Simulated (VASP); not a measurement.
Wanted: the native input for a VASP 6.6.1 run.

```yaml
Task: single point
Functional: LDA
Potentials_or_basis: VASP PAW LDA potentials, release 64 (Al)
Cutoff: 520 eV
k_mesh: 34 × 34 × 34
Occupations: gaussian, width 0.1 eV
Spin: no spin polarisation
Dipole_correction: no
Further_INCAR_settings: ALGO = Normal; EDIFF = 1e-06; NBANDS = 8
```

The structure of Al lies in POSCAR:

```
Al
1.0
    0.0000000000      1.9913752905      1.9913752905
    1.9913752905      0.0000000000      1.9913752905
    1.9913752905      1.9913752905      0.0000000000
Al
1
Direct
    0.0000000000      0.0000000000      0.0000000000
```

The input as run:

INCAR

```
PREC = Accurate
ENCUT = 520
EDIFF = 1E-6
ISMEAR = 0
SIGMA = 0.1
LREAL = F
LASPH = T
NELM = 60
ALGO = Normal
ISIF = 2
LWAVE = F
LCHARG = T
LELF = T
LVHAR = T
NBANDS = 8
```

KPOINTS

```
regular mesh
0
Gamma
  34 34 34
```

Potentials or basis: VASP PAW LDA potentials, release 64 (Al).

The run is started by

```console
$ cat potpaw_LDA.64/Al/POTCAR > POTCAR
$ mpirun -np 1 vasp_std > vasp.out
```

It gave:

```yaml
Pressure: 0.1 GPa
```

Wall time 48 s on 1 thread of Intel(R) Xeon(R) Platinum 8488C (Sapphire Rapids) (shared host), peak memory 0.22 GiB.
